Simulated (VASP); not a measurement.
# BaTiO3 (P4mm) in VASP: further runs

Runs on BaTiO3. Level: PBE. Tasks: electric field gradients.

Program: VASP 6.6.1. These are calculated values, not measurements. Logs are shortened: lines on timing, memory, paths and dates and some standing lists are left out, and cuts for length are marked.

### 1 The cell of the first run

It takes space group P4mm (No. 99, tetragonal). The conventional cell has a = 4.120 Å, b = 4.120 Å, c = 4.018 Å, α = 90.00°, β = 90.00°, γ = 90.00°. Within 3.7 Å of Ba (site symmetry 4mm) lie 12 O at 2.84 to 2.92 Å and 8 Ti at 3.50 to 3.58 Å. Within 2.5 Å of Ti (site symmetry 4mm) lie 6 O at 1.87 to 2.15 Å. Within 2.5 Å of O (site symmetry 4mm) lie 2 Ti at 1.87 to 2.15 Å. Within 2.7 Å of O (site symmetry 2mm) lie 2 Ti at 2.06 Å.

### 2 Electric field gradients, PBE (equal xx and yy strain of +3 %)

INCAR reads:

```
SYSTEM = BaTiO3
PREC     = Accurate       ! precision mode
ENCUT    = 520            ! plane-wave cutoff, eV
EDIFF    = 1E-8           ! SCF threshold, eV
ISMEAR   = -1             ! smearing method
SIGMA    = 0.08           ! smearing width, eV
LREAL    = .False.        ! projectors in reciprocal space
LASPH    = .True.         ! aspherical terms in the spheres
NELM     = 100            ! most SCF steps
ALGO     = Normal         ! electronic algorithm
ISIF     = 2              ! what is computed and relaxed
LWAVE    = .False.        ! write WAVECAR
LCHARG   = .False.        ! write CHGCAR
GGA      = PE             ! functional
LEFG     = .True.       
NBANDS   = 28             ! bands
```

KPOINTS reads:

```
Automatic mesh
0
Gamma
  7 7 7
  0 0 0
```

POSCAR reads:

```
BaTiO3
1.0
    4.1197940000      0.0000000000      0.0000000000
    0.0000000000      4.1197940000      0.0000000000
    0.0000000000      0.0000000000      4.0180000000
Ba Ti O
1 1 3
Direct
    0.0000000000      0.0000000000      0.0000000000
    0.5000000000      0.5000000000      0.4820000000
    0.5000000000      0.5000000000      0.0160000000
    0.5000000000      0.0000000000      0.5150000000
    0.0000000000      0.5000000000      0.5150000000
```

Potentials or basis: VASP PAW PBE potentials, release 64 (Ba_sv, Ti_sv, O).

On the command line:

```sh
> cat potpaw_PBE.64/Ba_sv/POTCAR potpaw_PBE.64/Ti_sv/POTCAR potpaw_PBE.64/O/POTCAR > POTCAR
> mpirun -np 1 vasp_std > vasp.out
```

OUTCAR:

```text
SYSTEM = BaTiO3
   PREC = Accurate
   ENCUT = 520
   EDIFF = 1E-8
   ISMEAR = -1
   LREAL = .False.
   LASPH = .True.
   NELM = 100
   ISIF = 2
   GGA = PE

 ion  position               nearest neighbor table
   1  0.000  0.000  0.000-   4 2.84   5 2.84   5 2.84   4 2.84   3 2.91   3 2.91   3 2.91   3 2.91
                             4 2.92   5 2.92   5 2.92   4 2.92   2 3.50   2 3.50   2 3.50   2 3.50
   2  0.500  0.500  0.482-   3 1.87   4 2.06   5 2.06   4 2.06   5 2.06   3 2.15   1 3.50   1 3.50
                             1 3.50   1 3.50   1 3.58   1 3.58   1 3.58   1 3.58
   3  0.500  0.500  0.016-   2 1.87   2 2.15   1 2.91   1 2.91   1 2.91   1 2.91
   4  0.500  0.000  0.515-   2 2.06   2 2.06   1 2.84   1 2.84   1 2.92   1 2.92
   5  0.000  0.500  0.515-   2 2.06   2 2.06   1 2.84   1 2.84   1 2.92   1 2.92

  LATTYP: Found a simple tetragonal cell.
 ALAT       =     4.1197940000
 C/A-ratio  =     0.9752914830

  Lattice vectors:

 A1 = (   4.1197940000,   0.0000000000,   0.0000000000)
 A2 = (   0.0000000000,   4.1197940000,   0.0000000000)
 A3 = (   0.0000000000,   0.0000000000,   4.0180000000)

Analysis of symmetry for initial positions (statically):
=====================================================================
 Subroutine PRICEL returns:
 Original cell was already a primitive cell.

 Routine SETGRP: Setting up the symmetry group for a
 simple tetragonal supercell.

 Subroutine GETGRP returns: Found  8 space group operations
 (whereof  8 operations were pure point group operations)
 out of a pool of 16 trial point group operations.

The static configuration has the point symmetry C_4v.

Analysis of symmetry for dynamics (positions and initial velocities):
=====================================================================
 Subroutine PRICEL returns:
 Original cell was already a primitive cell.

 Routine SETGRP: Setting up the symmetry group for a
 simple tetragonal supercell.

 Subroutine GETGRP returns: Found  8 space group operations
 (whereof  8 operations were pure point group operations)
 out of a pool of 16 trial point group operations.

The dynamic configuration has the point symmetry C_4v.

 Subroutine INISYM returns: Found  8 space group operations
 (whereof  8 operations are pure point group operations),
[... 146 lines left out ...]
  free energy    TOTEN  =       -39.94499492 eV

  energy without entropy =      -39.94499207  energy(sigma->0) =      -39.94499349

 E-fermi :   4.2695     XC(G=0): -10.9317

 val. band max:        3.3080810767   @ k =   0.4286   0.4286   0.4286
 cond. band min:       5.0434794227   @ k =   0.0000   0.0000   0.0000
 fundamental gap:      1.7353983460
 Fermi energy:         4.2695325169

 k-point     1 :       0.0000    0.0000    0.0000
  band No.  band energies     occupation
      1     -53.4071      2.00000
      2     -29.6352      2.00000
      3     -29.5895      2.00000
      4     -29.5895      2.00000
      5     -21.6103      2.00000
      6     -13.4327      2.00000
[... 733 lines left out ...]
     27      11.4652      0.00000
     28      11.8535      0.00000

 [... further k-points ...]
[... 5 lines left out ...]
  --------------------------------------------------------------------------------------
  -------------------------------------------------------------------------------------
  Total       -2.7952288     -2.7952288     -0.2711967      0.0000000      0.0000000      0.0000000
  in kB      -65.6699981    -65.6699981     -6.3713879      0.0000000      0.0000000      0.0000000
  external PRESSURE =     -45.9037947 kB  Pullay stress =       0.0000000 kB

 VOLUME and BASIS-vectors are now :
 -----------------------------------------------------------------------------
  energy-cutoff  :      520.00
  volume of cell :       68.20
      direct lattice vectors                 reciprocal lattice vectors
     4.119794000  0.000000000  0.000000000     0.242730583  0.000000000  0.000000000
     0.000000000  4.119794000  0.000000000     0.000000000  0.242730583  0.000000000
     0.000000000  0.000000000  4.018000000     0.000000000  0.000000000  0.248880040

 POSITION                                       TOTAL-FORCE (eV/Angst)
 -----------------------------------------------------------------------------------
      0.00000      0.00000      0.00000        -0.000000     -0.000000     -0.077286
      2.05990      2.05990      1.93668         0.000000      0.000000     -0.002809
      2.05990      2.05990      0.06429         0.000000      0.000000      0.440574
      2.05990      0.00000      2.06927         0.000000     -0.000000     -0.180239
      0.00000      2.05990      2.06927        -0.000000     -0.000000     -0.180239
 -----------------------------------------------------------------------------------
    total drift:                                0.000000     -0.000000     -0.000420

  FREE ENERGIE OF THE ION-ELECTRON SYSTEM (eV)
  ---------------------------------------------------
  free  energy   TOTEN  =       -39.9449949172 eV

  energy  without entropy=      -39.9449920716  energy(sigma->0) =      -39.94499349

 Electric field gradients (V/A^2)
---------------------------------------------------------------------
 ion       V_xx      V_yy      V_zz      V_xy      V_xz      V_yz
---------------------------------------------------------------------
   1       3.635     3.635    -7.270    -0.000     0.000     0.000
   2      12.442    12.442   -24.883     0.000    -0.000     0.000
   3      -6.414    -6.414    12.829    -0.000     0.000     0.000
   4     -13.033    36.106   -23.073     0.000     0.000    -0.000
   5      36.106   -13.033   -23.073     0.000    -0.000     0.000
---------------------------------------------------------------------

 Electric field gradients after diagonalization (V/A^2)
 (convention: |V_zz| > |V_xx| > |V_yy|)
----------------------------------------------------------------------
 ion       V_xx      V_yy      V_zz     asymmetry (V_yy - V_xx)/ V_zz
----------------------------------------------------------------------
   1       3.635     3.635    -7.270       0.000
   2      12.442    12.442   -24.883       0.000
   3      -6.414    -6.414    12.829       0.000
   4     -23.073   -13.033    36.106       0.278
   5     -23.073   -13.033    36.106       0.278
----------------------------------------------------------------------

           NMR quadrupolar parameters

 Cq : quadrupolar parameter    Cq=e*Q*V_zz/h
 eta: asymmetry parameters     (V_yy - V_xx)/ V_zz
 Q  : nuclear electric quadrupole moment in mb (millibarn)
----------------------------------------------------------------------
 ion       Cq(MHz)       eta       Q (mb)
----------------------------------------------------------------------
   1      -0.018       0.000       1.000
   2      -0.060       0.000       1.000
   3       0.031       0.000       1.000
   4       0.087       0.278       1.000
   5       0.087       0.278       1.000
----------------------------------------------------------------------
```

Wall time 82 s (1 thread of Intel Xeon Platinum 8259CL at 2.50GHz (Skylake/Cascade Lake), shared host); peak memory 0.23 GiB.

What came out:

* Free energy: -39.9450 eV
* Pressure: -4.6 GPa
* Largest force: 0.441 eV/Å
* Band gap on the k mesh: 1.74 eV, indirect (least direct gap 1.98 eV)

Forces in eV/Å, atoms in the order of the input:
```
Ba   0.000  0.000 -0.077
Ti   0.000  0.000 -0.003
O    0.000  0.000  0.441
O    0.000  0.000 -0.180
O    0.000  0.000 -0.180
```

Electric field gradients, principal values (V/Å²):
```csv
atom,least,middle,greatest (by size)
1 Ba,3.635,3.635,-7.270
2 Ti,12.442,12.442,-24.883
3 O,-6.414,-6.414,12.829
4 O,-13.033,-23.073,36.106
5 O,-13.033,-23.073,36.106
```

Caveat: the cell differs from its parent crystal (equal xx and yy strain of +3 %); without QUAD_EFG the Cq values of the log hold for a quadrupole moment of 1 mb, not for the nuclei; spin-orbit coupling is left out, which moves the levels of the heavy elements. A k mesh can miss the band edges.

### 3 Electric field gradients, PBE (equal xx and yy strain of +3 %)

INCAR reads:

```
PREC = Accurate
ENCUT = 520
EDIFF = 1E-8
ISMEAR = -1
SIGMA = 0.08
LREAL = False
LASPH = True
NELM = 100
ALGO = Normal
ISIF = 2
LWAVE = False
LCHARG = False
GGA = PE
LEFG = True
NBANDS = 28
```

KPOINTS reads:

```
Automatic mesh
0
Gamma
  7 7 7
```

POSCAR is that of step 2.

Potentials or basis: VASP PAW PBE potentials, release 64 (Ba_sv, Ti_sv, O).

On the command line:

```sh
> cat potpaw_PBE.64/Ba_sv/POTCAR potpaw_PBE.64/Ti_sv/POTCAR potpaw_PBE.64/O/POTCAR > POTCAR
> mpirun -np 1 vasp_std > vasp.out
```

OUTCAR:

```text
PREC = Accurate
   ENCUT = 520
   EDIFF = 1E-8
   ISMEAR = -1
   LREAL = False
   LASPH = True
   NELM = 100
   ISIF = 2
   GGA = PE

 ion  position               nearest neighbor table
   1  0.000  0.000  0.000-   4 2.84   5 2.84   5 2.84   4 2.84   3 2.91   3 2.91   3 2.91   3 2.91
                             4 2.92   5 2.92   5 2.92   4 2.92   2 3.50   2 3.50   2 3.50   2 3.50
   2  0.500  0.500  0.482-   3 1.87   4 2.06   5 2.06   4 2.06   5 2.06   3 2.15   1 3.50   1 3.50
                             1 3.50   1 3.50   1 3.58   1 3.58   1 3.58   1 3.58
   3  0.500  0.500  0.016-   2 1.87   2 2.15   1 2.91   1 2.91   1 2.91   1 2.91
   4  0.500  0.000  0.515-   2 2.06   2 2.06   1 2.84   1 2.84   1 2.92   1 2.92
   5  0.000  0.500  0.515-   2 2.06   2 2.06   1 2.84   1 2.84   1 2.92   1 2.92

  LATTYP: Found a simple tetragonal cell.
 ALAT       =     4.1197940000
 C/A-ratio  =     0.9752914830

  Lattice vectors:

 A1 = (   4.1197940000,   0.0000000000,   0.0000000000)
 A2 = (   0.0000000000,   4.1197940000,   0.0000000000)
 A3 = (   0.0000000000,   0.0000000000,   4.0180000000)

Analysis of symmetry for initial positions (statically):
=====================================================================
 Subroutine PRICEL returns:
 Original cell was already a primitive cell.

 Routine SETGRP: Setting up the symmetry group for a
 simple tetragonal supercell.

 Subroutine GETGRP returns: Found  8 space group operations
 (whereof  8 operations were pure point group operations)
 out of a pool of 16 trial point group operations.

The static configuration has the point symmetry C_4v.

[... 923 lines left out ...]
  --------------------------------------------------------------------------------------
  -------------------------------------------------------------------------------------
  Total       -2.7952288     -2.7952288     -0.2711967      0.0000000      0.0000000      0.0000000
  in kB      -65.6699981    -65.6699981     -6.3713879      0.0000000      0.0000000      0.0000000
  external PRESSURE =     -45.9037947 kB  Pullay stress =       0.0000000 kB

 VOLUME and BASIS-vectors are now :
 -----------------------------------------------------------------------------
  energy-cutoff  :      520.00
  volume of cell :       68.20
      direct lattice vectors                 reciprocal lattice vectors
     4.119794000  0.000000000  0.000000000     0.242730583  0.000000000  0.000000000
     0.000000000  4.119794000  0.000000000     0.000000000  0.242730583  0.000000000
     0.000000000  0.000000000  4.018000000     0.000000000  0.000000000  0.248880040

 POSITION                                       TOTAL-FORCE (eV/Angst)
 -----------------------------------------------------------------------------------
      0.00000      0.00000      0.00000        -0.000000     -0.000000     -0.077286
      2.05990      2.05990      1.93668         0.000000      0.000000     -0.002809
      2.05990      2.05990      0.06429         0.000000      0.000000      0.440574
      2.05990      0.00000      2.06927         0.000000     -0.000000     -0.180239
      0.00000      2.05990      2.06927        -0.000000     -0.000000     -0.180239
 -----------------------------------------------------------------------------------
    total drift:                                0.000000     -0.000000     -0.000420

  FREE ENERGIE OF THE ION-ELECTRON SYSTEM (eV)
  ---------------------------------------------------
  free  energy   TOTEN  =       -39.9449949172 eV

  energy  without entropy=      -39.9449920716  energy(sigma->0) =      -39.94499349

 Electric field gradients (V/A^2)
---------------------------------------------------------------------
 ion       V_xx      V_yy      V_zz      V_xy      V_xz      V_yz
---------------------------------------------------------------------
   1       3.635     3.635    -7.270    -0.000     0.000     0.000
   2      12.442    12.442   -24.883     0.000    -0.000     0.000
   3      -6.414    -6.414    12.829    -0.000     0.000     0.000
   4     -13.033    36.106   -23.073     0.000     0.000    -0.000
   5      36.106   -13.033   -23.073     0.000    -0.000     0.000
---------------------------------------------------------------------

 Electric field gradients after diagonalization (V/A^2)
 (convention: |V_zz| > |V_xx| > |V_yy|)
----------------------------------------------------------------------
 ion       V_xx      V_yy      V_zz     asymmetry (V_yy - V_xx)/ V_zz
----------------------------------------------------------------------
   1       3.635     3.635    -7.270       0.000
   2      12.442    12.442   -24.883       0.000
   3      -6.414    -6.414    12.829       0.000
   4     -23.073   -13.033    36.106       0.278
   5     -23.073   -13.033    36.106       0.278
----------------------------------------------------------------------

           NMR quadrupolar parameters

 Cq : quadrupolar parameter    Cq=e*Q*V_zz/h
 eta: asymmetry parameters     (V_yy - V_xx)/ V_zz
 Q  : nuclear electric quadrupole moment in mb (millibarn)
----------------------------------------------------------------------
 ion       Cq(MHz)       eta       Q (mb)
----------------------------------------------------------------------
   1      -0.018       0.000       1.000
   2      -0.060       0.000       1.000
   3       0.031       0.000       1.000
   4       0.087       0.278       1.000
   5       0.087       0.278       1.000
----------------------------------------------------------------------
```

It took 75 s on 1 thread of Intel Xeon Platinum 8259CL at 2.50GHz (Skylake/Cascade Lake), shared host; peak memory 0.23 GiB.

What came out:

```
Free energy            : -39.9450 eV
Pressure               : -4.6 GPa
Largest force          : 0.441 eV/Å
Band gap on the k mesh : 1.74 eV, indirect (least direct gap 1.98 eV)
```

Forces in eV/Å, atoms in the order of the input:
```
Ba   0.000  0.000 -0.077
Ti   0.000  0.000 -0.003
O    0.000  0.000  0.441
O    0.000  0.000 -0.180
O    0.000  0.000 -0.180
```

Electric field gradients, principal values (V/Å²):
```
atom    least   middle  greatest (by size)
1 Ba    3.635    3.635              -7.270
2 Ti   12.442   12.442             -24.883
 3 O   -6.414   -6.414              12.829
 4 O  -13.033  -23.073              36.106
 5 O  -13.033  -23.073              36.106
```

Caveat: the cell differs from its parent crystal (equal xx and yy strain of +3 %); without QUAD_EFG the Cq values of the log hold for a quadrupole moment of 1 mb, not for the nuclei; spin-orbit coupling is left out, which moves the levels of the heavy elements.
